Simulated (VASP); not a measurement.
# Pd (Fm-3m) in VASP: notebook

The runs below take Pd through single point, with r2SCAN.

Everything below comes from runs of VASP 6.6.1. Logs are shortened: lines on timing, memory, paths and dates and some standing lists are left out, and cuts for length are marked.

### Step 1. The cell of the first run

It takes space group Fm-3m (No. 225, cubic). Conventional cell: a = 3.914 Å, b = 3.914 Å, c = 3.914 Å, α = 90.00°, β = 90.00°, γ = 90.00°. Within 3.6 Å of Pd (site symmetry m-3m) lie 12 Pd at 2.77 Å.

### Step 2. Single point, r2SCAN, collinear spin, ferromagnetic start

Contents of POSCAR:

```
Pd
1.0
    0.0000000000      1.9567730079      1.9567730079
    1.9567730079      0.0000000000      1.9567730079
    1.9567730079      1.9567730079      0.0000000000
Pd
1
Direct
    0.0000000000      0.0000000000      0.0000000000
```

Contents of INCAR.step1:

```
PREC = Accurate ; ENCUT = 520
ISMEAR = 0 ; SIGMA = 0.03
LREAL = F ; LASPH = T
NELM = 150 ; ISPIN = 2
MAGMOM = 0.436 ; LMAXMIX = 4
NBANDS = 15 ; GGA = PE
ALGO = Normal ; EDIFF = 1E-4
LWAVE = T ; LCHARG = F
```

Contents of INCAR.step2:

```
PREC = Accurate ; ENCUT = 520
EDIFF = 1E-7 ; ISMEAR = 0
SIGMA = 0.03 ; LREAL = F
LASPH = T ; NELM = 150
ALGO = Normal ; ISIF = 2
LWAVE = F ; LCHARG = F
ISPIN = 2 ; MAGMOM = 0.436
LORBIT = 11 ; LMAXMIX = 4
METAGGA = R2SCAN ; LMIXTAU = T
NBANDS = 15 ; ISTART = 1
```

Contents of KPOINTS:

```
regular mesh
0
Gamma
  14 14 14
```

Potentials or basis: VASP PAW PBE potentials, release 64 (Pd).

Launch:

```sh
$ cat potpaw_PBE.64/Pd/POTCAR > POTCAR
$ cp INCAR.step1 INCAR
$ mpirun -np 1 vasp_std > vasp.out
$ cp INCAR.step2 INCAR
$ mpirun -np 1 vasp_std > vasp.out
```

OUTCAR:

```text
PREC = Accurate
   ENCUT = 520
   EDIFF = 1E-7
   ISMEAR = 0
   LREAL = F
   LASPH = T
   NELM = 150
   ISIF = 2
   ISPIN = 2
   LORBIT = 11
   METAGGA = R2SCAN
   ISTART = 1

 ion  position               nearest neighbor table
   1  0.000  0.000  0.000-

  LATTYP: Found a face centered cubic cell.
 ALAT       =     3.9135460158

  Lattice vectors:

 A1 = (   0.0000000000,   1.9567730079,   1.9567730079)
 A2 = (   1.9567730079,   0.0000000000,   1.9567730079)
 A3 = (   1.9567730079,   1.9567730079,   0.0000000000)

Analysis of symmetry for initial positions (statically):
=====================================================================
 Subroutine PRICEL returns:
 Original cell was already a primitive cell.

 Routine SETGRP: Setting up the symmetry group for a
 face centered cubic supercell.

 Subroutine GETGRP returns: Found 48 space group operations
 (whereof 48 operations were pure point group operations)
 out of a pool of 48 trial point group operations.

The static configuration has the point symmetry O_h .

Analysis of symmetry for dynamics (positions and initial velocities):
=====================================================================
 Subroutine PRICEL returns:
 Original cell was already a primitive cell.

 Routine SETGRP: Setting up the symmetry group for a
 face centered cubic supercell.

 Subroutine GETGRP returns: Found 48 space group operations
 (whereof 48 operations were pure point group operations)
 out of a pool of 48 trial point group operations.

The dynamic configuration has the point symmetry O_h .

Analysis of structural, dynamic, and magnetic symmetry:
=====================================================================
 Subroutine PRICEL returns:
 Original cell was already a primitive cell.

 Routine SETGRP: Setting up the symmetry group for a
 face centered cubic supercell.

 Subroutine GETGRP returns: Found 48 space group operations
 (whereof 48 operations were pure point group operations)
 out of a pool of 48 trial point group operations.

The overall configuration has the point symmetry O_h .

 Subroutine INISYM returns: Found 48 space group operations
 (whereof 48 operations are pure point group operations),
 and found     1 'primitive' translations

----------------------------------------------------------------------------------------

                                     Primitive cell

  volume of cell :      14.9848

  direct lattice vectors                    reciprocal lattice vectors
     0.000000000  1.956773008  1.956773008    -0.255522740  0.255522740  0.255522740
     1.956773008  0.000000000  1.956773008     0.255522740 -0.255522740  0.255522740
     1.956773008  1.956773008  0.000000000     0.255522740  0.255522740 -0.255522740

  length of vectors
     2.767294926  2.767294926  2.767294926     0.442578368  0.442578368  0.442578368

  position of ions in fractional coordinates (direct lattice)
     0.000000000  0.000000000  0.000000000

  ion indices of the primitive-cell ions
   primitive index   ion index
                 1           1

----------------------------------------------------------------------------------------

 KPOINTS: regular mesh

Automatic generation of k-mesh.
 Grid dimensions read from file:
 generate k-points for:   14   14   14

 Generating k-lattice:

  Cartesian coordinates                     Fractional coordinates (reciprocal lattice)
    -0.018251624  0.018251624  0.018251624     0.071428571  0.000000000  0.000000000
     0.018251624 -0.018251624  0.018251624     0.000000000  0.071428571  0.000000000
     0.018251624  0.018251624 -0.018251624     0.000000000  0.000000000  0.071428571

  Length of vectors
     0.031612741  0.031612741  0.031612741

  Shift w.r.t. Gamma in fractional coordinates (k-lattice)
     0.000000000  0.000000000  0.000000000

 Subroutine IBZKPT returns following result:
 ===========================================

 Found    104 irreducible k-points:

 Following reciprocal coordinates:
            Coordinates               Weight
  0.000000  0.000000  0.000000      1.000000
  0.071429  0.000000  0.000000      8.000000
  0.142857  0.000000  0.000000      8.000000
  0.214286  0.000000  0.000000      8.000000
  0.285714  0.000000  0.000000      8.000000
  0.357143  0.000000  0.000000      8.000000
[... 16 lines left out ...]
  0.214286  0.142857  0.000000     24.000000
  0.285714  0.142857  0.000000     24.000000
 [... further k-points ...]
   k-points           NKPTS =    104   k-points in BZ     NKDIM =    104   number of bands    NBANDS=     15
   number of dos      NEDOS =    301   number of ions     NIONS =      1
   total plane-waves  NPLWV =  13824
   dimension x,y,z NGX =    24 NGY =   24 NGZ =   24
   dimension x,y,z NGXF=    48 NGYF=   48 NGZF=   48
   ions per type =               1
   NGX,Y,Z   is equivalent  to a cutoff of  14.42, 14.42, 14.42 a.u.
   NGXF,Y,Z  is equivalent  to a cutoff of  28.84, 28.84, 28.84 a.u.
 SYSTEM =  unknown system
   PREC   = accura    normal or accurate (medium, high low for compatibility)
   ISTART =      1    job   : 0-new  1-cont  2-samecut
   ICHARG =      0    charge: 1-file 2-atom 10-const
   ISPIN  =      2    spin polarized calculation?
   LNONCOLLINEAR =      F non collinear calculations
   LSORBIT =      F    spin-orbit coupling
   LASPH  =      T    aspherical Exc in radial PAW
   ENCUT  =  520.0 eV  38.22 Ry    6.18 a.u.   5.15  5.15  5.15*2*pi/ulx,y,z
   NELM   =    150;   NELMIN=  2; NELMDL=  0     # of ELM steps
   EDIFF  = 0.1E-06   stopping-criterion for ELM
   LREAL  =      F    real-space projection
   EDIFFG = 0.1E-05   stopping-criterion for IOM
   NSW    =      0    number of steps for IOM
   IBRION =     -1    ionic relax: 0-MD 1-quasi-New 2-CG
   NFREE  =      0    steps in history (QN), initial steepest desc. (CG)
   ISIF   =      2    stress and relaxation
   ISYM   =      2    0-nonsym 1-usesym 2-fastsym
   POTIM  = 0.5000    time-step for ionic-motion
   TEBEG  =    0.0;   TEEND  =   0.0 temperature during run
   PSTRESS=    0.0 pullay stress
   NELECT =      10.0000    total number of electrons
   NUPDOWN=      -1.0000    fix difference up-down
   EMIN   =  10.00;   EMAX   =-10.00  energy-range for DOS
   EFERMI =   0.00;   METHOD = LEGACY
   ISMEAR =     0;   SIGMA  =   0.03  broadening in eV -4-tet -1-fermi 0-gaus
   EFERMI_NEDOS =   21; number of points for ismear=-14 and -15
   IALGO  =     38    algorithm
   IMIX   =      4    mixing-type and parameters
     AMIX     =   0.40;   BMIX     =  1.00
     AMIX_MAG =   1.60;   BMIX_MAG =  1.00
  volume/ion in A,a.u.               =      14.98       101.12
  Fermi-wavevector in a.u.,A,eV,Ry     =   1.430620  2.703480 27.846696  2.046674
  Thomas-Fermi vector in A             =   2.550446
   LORBIT       =     11    0 simple, 1 ext, 2 COOP (PROOUT), +10 PAW based schemes
   METAGGA = R2SCAN    functional components
   LHFCALC =     F    Hartree Fock is set to
   AEXX    =    0.0000 exact exchange contribution
   IVDW    =     0    specifies the selected vdW correction
   LEPSILON=     F    determine dielectric tensor
   LRPA    =     F    only Hartree local field effects (RPA)
 spin polarized calculation
 Gauss-broadening in eV      SIGMA  =   0.03
  energy-cutoff  :      520.00
  volume of cell :       14.98
 maximum number of plane-waves:       415
 NGX is ok and might be reduce to    24
   NGX = 11   NGY = 11   NGZ = 11

 number of electron       9.9999999 magnetization       0.4846942

 Free energy of the ion-electron system (eV)
  ---------------------------------------------------
  ext. energy  EPLUGINS =         0.00000000
  ---------------------------------------------------
  free energy    TOTEN  =       -22.95862012 eV

  energy without entropy =      -22.95796649  energy(sigma->0) =      -22.95829331

 E-fermi :   9.4783     XC(G=0): -14.0173

 val. band max:        9.4748829023   @ k =  -0.2857   0.3571   0.1429
 cond. band min:       9.4804704394   @ k =  -0.3571   0.2857   0.1429
 fundamental gap:      0.0055875370
 Fermi energy:         9.4783006015

 spin component 1

 k-point     1 :       0.0000    0.0000    0.0000
  band No.  band energies     occupation
      1       2.2826      1.00000
      2       6.2222      1.00000
      3       6.2222      1.00000
      4       6.2222      1.00000
      5       7.8780      1.00000
      6       7.8780      1.00000
      7      27.3504      0.00000
      8      31.2065      0.00000
      9      32.2417      0.00000
     10      32.2417      0.00000
     11      32.2417      0.00000
     12      37.7521      0.00000
     13      40.7516      0.00000
     14      40.7516      0.00000
     15      40.7516      0.00000
[... 397 lines left out ...]
 k-point    24 :       0.2857    0.1429    0.0000
  band No.  band energies     occupation
      1       4.3332      1.00000
      2       5.5230      1.00000
      3       6.5715      1.00000
      4       6.9611      1.00000
      5       8.0786      1.00000
      6       8.4321      1.00000
      7      25.2594      0.00000
      8      28.7361      0.00000
      9      29.8370      0.00000
     10      31.1567      0.00000
     11      31.8886      0.00000
     12      36.5217      0.00000
     13      38.5334      0.00000
     14      38.8889      0.00000
     15      42.1000      0.00000

 [... further k-points ...]

 spin component 2

 k-point     1 :       0.0000    0.0000    0.0000
  band No.  band energies     occupation
      1       2.2741      1.00000
      2       6.7797      1.00000
      3       6.7797      1.00000
      4       6.7797      1.00000
      5       8.2544      1.00000
      6       8.2544      1.00000
      7      27.3520      0.00000
      8      32.2587      0.00000
      9      32.2587      0.00000
     10      32.2587      0.00000
     11      32.5060      0.00000
     12      37.7335      0.00000
     13      40.9002      0.00000
     14      40.9002      0.00000
     15      40.9002      0.00000
[... 397 lines left out ...]
 k-point    24 :       0.2857    0.1429    0.0000
  band No.  band energies     occupation
      1       4.4306      1.00000
      2       5.9769      1.00000
      3       6.9986      1.00000
      4       7.4776      1.00000
      5       8.5129      1.00000
      6       8.8761      1.00000
      7      25.3805      0.00000
      8      28.7805      0.00000
      9      29.9473      0.00000
     10      31.8682      0.00000
     11      32.5579      0.00000
     12      36.6995      0.00000
     13      38.6436      0.00000
     14      39.0325      0.00000
     15      42.3098      0.00000

 [... further k-points ...]
[... 5 lines left out ...]
  --------------------------------------------------------------------------------------
  -------------------------------------------------------------------------------------
  Total        0.0572614      0.0572614      0.0572614      0.0000000      0.0000000     -0.0000000
  in kB        6.1223902      6.1223902      6.1223902      0.0000000      0.0000000     -0.0000000
  external PRESSURE =       6.1223902 kB  Pullay stress =       0.0000000 kB

 VOLUME and BASIS-vectors are now :
 -----------------------------------------------------------------------------
  energy-cutoff  :      520.00
  volume of cell :       14.98
      direct lattice vectors                 reciprocal lattice vectors
     0.000000000  1.956773008  1.956773008    -0.255522740  0.255522740  0.255522740
     1.956773008  0.000000000  1.956773008     0.255522740 -0.255522740  0.255522740
     1.956773008  1.956773008  0.000000000     0.255522740  0.255522740 -0.255522740

 POSITION                                       TOTAL-FORCE (eV/Angst)
 -----------------------------------------------------------------------------------
      0.00000      0.00000      0.00000         0.000000      0.000000      0.000000
 -----------------------------------------------------------------------------------
    total drift:                               -0.000000      0.000000      0.000000

  FREE ENERGIE OF THE ION-ELECTRON SYSTEM (eV)
  ---------------------------------------------------
  free  energy   TOTEN  =       -22.9586201218 eV

  energy  without entropy=      -22.9579664895  energy(sigma->0) =      -22.95829331

 total charge

# of ion       s       p       d       tot
------------------------------------------
    1        0.509   0.449   8.489   9.447

 magnetization (x)

# of ion       s       p       d       tot
------------------------------------------
    1        0.004  -0.011   0.497   0.490
```

It took 1.9 min on 1 thread of Intel Xeon Platinum 8488C (Sapphire Rapids), shared host; peak memory 0.18 GiB.

What came out:

| Quantity | Value |
| --- | --- |
| Free energy | -22.9586 eV |
| Pressure | 0.6 GPa |
| Net moment | 0.48 μB per cell |
| Site moments | Pd +0.49 μB |
| Valence electrons inside the program's atomic spheres | Pd 9.45 |

Caveat: the PAW data sets were made with another functional, which shifts forces and pressure a little.

### Step 3. Single point, r2SCAN, collinear spin, ferromagnetic start

POSCAR is that of step 2.

Contents of INCAR.step1:

```
ALGO = Normal
EDIFF = 1E-4
ENCUT = 520
GGA = PE
ISMEAR = 0
ISPIN = 2
LASPH = T
LCHARG = F
LMAXMIX = 4
LREAL = F
LWAVE = T
MAGMOM = 0.436
NBANDS = 15
NELM = 150
PREC = Accurate
SIGMA = 0.1
```

Contents of INCAR.step2:

```
ALGO = Normal
EDIFF = 1E-7
ENCUT = 520
ISIF = 2
ISMEAR = 0
ISPIN = 2
ISTART = 1
LASPH = T
LCHARG = F
LMAXMIX = 4
LMIXTAU = T
LORBIT = 11
LREAL = F
LWAVE = F
MAGMOM = 0.436
METAGGA = R2SCAN
NBANDS = 15
NELM = 150
PREC = Accurate
SIGMA = 0.1
```

Contents of KPOINTS:

```
k-points
0
Gamma
  14 14 14
```

Potentials or basis: VASP PAW PBE potentials, release 64 (Pd).

Launch:

```sh
$ cat potpaw_PBE.64/Pd/POTCAR > POTCAR
$ cp INCAR.step1 INCAR
$ mpirun -np 1 vasp_std > vasp.out
$ cp INCAR.step2 INCAR
$ mpirun -np 1 vasp_std > vasp.out
```

OUTCAR:

```text
EDIFF = 1E-7
   ENCUT = 520
   ISIF = 2
   ISMEAR = 0
   ISPIN = 2
   ISTART = 1
   LASPH = T
   LORBIT = 11
   LREAL = F
   METAGGA = R2SCAN
   NELM = 150
   PREC = Accurate

 ion  position               nearest neighbor table
   1  0.000  0.000  0.000-

  LATTYP: Found a face centered cubic cell.
 ALAT       =     3.9135460158

  Lattice vectors:

 A1 = (   0.0000000000,   1.9567730079,   1.9567730079)
 A2 = (   1.9567730079,   0.0000000000,   1.9567730079)
[... 1072 lines left out ...]
  --------------------------------------------------------------------------------------
  -------------------------------------------------------------------------------------
  Total        0.0608978      0.0608978      0.0608978      0.0000000      0.0000000      0.0000000
  in kB        6.5112014      6.5112014      6.5112014      0.0000000      0.0000000      0.0000000
  external PRESSURE =       6.5112014 kB  Pullay stress =       0.0000000 kB

 VOLUME and BASIS-vectors are now :
 -----------------------------------------------------------------------------
  energy-cutoff  :      520.00
  volume of cell :       14.98
      direct lattice vectors                 reciprocal lattice vectors
     0.000000000  1.956773008  1.956773008    -0.255522740  0.255522740  0.255522740
     1.956773008  0.000000000  1.956773008     0.255522740 -0.255522740  0.255522740
     1.956773008  1.956773008  0.000000000     0.255522740  0.255522740 -0.255522740

 POSITION                                       TOTAL-FORCE (eV/Angst)
 -----------------------------------------------------------------------------------
      0.00000      0.00000      0.00000        -0.000000      0.000000      0.000000
 -----------------------------------------------------------------------------------
    total drift:                                0.000000      0.000000     -0.000000

  FREE ENERGIE OF THE ION-ELECTRON SYSTEM (eV)
  ---------------------------------------------------
  free  energy   TOTEN  =       -22.9617793932 eV

  energy  without entropy=      -22.9549666858  energy(sigma->0) =      -22.95837304

 total charge

# of ion       s       p       d       tot
------------------------------------------
    1        0.509   0.449   8.489   9.447

 magnetization (x)

# of ion       s       p       d       tot
------------------------------------------
    1        0.003  -0.012   0.496   0.487
```

OUTCAR.step1:

```text
EDIFF = 1E-4
   ENCUT = 520
   GGA = PE
   ISMEAR = 0
   ISPIN = 2
[... 1103 lines left out ...]

 POSITION                                       TOTAL-FORCE (eV/Angst)
 -----------------------------------------------------------------------------------
      0.00000      0.00000      0.00000         0.000000      0.000000      0.000000
 -----------------------------------------------------------------------------------
    total drift:                               -0.000000      0.000000      0.000000

  FREE ENERGIE OF THE ION-ELECTRON SYSTEM (eV)
  ---------------------------------------------------
  free  energy   TOTEN  =        -5.2137711891 eV

  energy  without entropy=       -5.2034659082  energy(sigma->0) =       -5.20861855
```

It took 2 min on 1 thread of Intel Xeon Platinum 8488C (Sapphire Rapids), shared host; peak memory 0.18 GiB.

What came out:

```
Free energy                                           : -22.9618 eV
Pressure                                              : 0.7 GPa
Net moment                                            : 0.48 μB per cell
Site moments                                          : Pd +0.49 μB
Valence electrons inside the program's atomic spheres : Pd 9.45
```

Caveat: the PAW data sets were made with another functional, which shifts forces and pressure a little.

### Step 4. Single point, r2SCAN, collinear spin, ferromagnetic start

POSCAR is that of step 3.

Contents of INCAR.step1:

```
PREC = Accurate ; ENCUT = 520
ISMEAR = 0 ; SIGMA = 0.2
LREAL = F ; LASPH = T
NELM = 150 ; ISPIN = 2
MAGMOM = 0.436 ; LMAXMIX = 4
NBANDS = 15 ; GGA = PE
ALGO = Normal ; EDIFF = 1E-4
LWAVE = T ; LCHARG = F
```

Contents of INCAR.step2:

```
PREC = Accurate ; ENCUT = 520
EDIFF = 1E-6 ; ISMEAR = 0
SIGMA = 0.2 ; LREAL = F
LASPH = T ; NELM = 150
ALGO = Normal ; ISIF = 2
LWAVE = F ; LCHARG = F
ISPIN = 2 ; MAGMOM = 0.436
LORBIT = 11 ; LMAXMIX = 4
METAGGA = R2SCAN ; LMIXTAU = T
NBANDS = 15 ; ISTART = 1
```

Contents of KPOINTS:

```
Automatic mesh
0
Gamma
  14 14 14
```

Launch:

```sh
$ cat potpaw_PBE.64/Pd/POTCAR > POTCAR
$ cp INCAR.step1 INCAR
$ mpirun -np 1 vasp_std > vasp.out
$ cp INCAR.step2 INCAR
$ mpirun -np 1 vasp_std > vasp.out
```

Run time: 1.8 min. Hardware: 1 thread of Intel Xeon Platinum 8488C (Sapphire Rapids), shared host; peak memory 0.18 GiB.

Results (log left out):

| Quantity | Value |
| --- | --- |
| Free energy | -22.9720 eV |
| Pressure | 0.8 GPa |
| Net moment | 0.45 μB per cell |
| Site moments | Pd +0.46 μB |
| Valence electrons inside the program's atomic spheres | Pd 9.45 |

Levels at points of the mesh, in eV from the Fermi level:
Spin up:
```tsv
k point	band 3	band 4	band 5	band 6	band 7	band 8
(0.00, 0.00, 0.00)	-3.20	-3.20	-1.55	-1.55	17.92	21.81
(0.50, 0.00, 0.00)	-3.21	-0.39	-0.39	1.25	7.33	17.32
(0.50, 0.50, 0.00)	-0.38	-0.10	-0.10	3.57	10.94	13.72
```
Spin down:
```tsv
k point	band 3	band 4	band 5	band 6	band 7	band 8
(0.00, 0.00, 0.00)	-2.68	-2.68	-1.19	-1.19	17.91	22.82
(0.50, 0.00, 0.00)	-2.82	0.12	0.12	1.20	7.65	17.29
(0.50, 0.50, 0.00)	-0.01	0.51	0.51	3.56	11.15	13.77
```

Caveat: the PAW data sets were made with another functional, which shifts forces and pressure a little.

(Continued in part 2 of 2.)
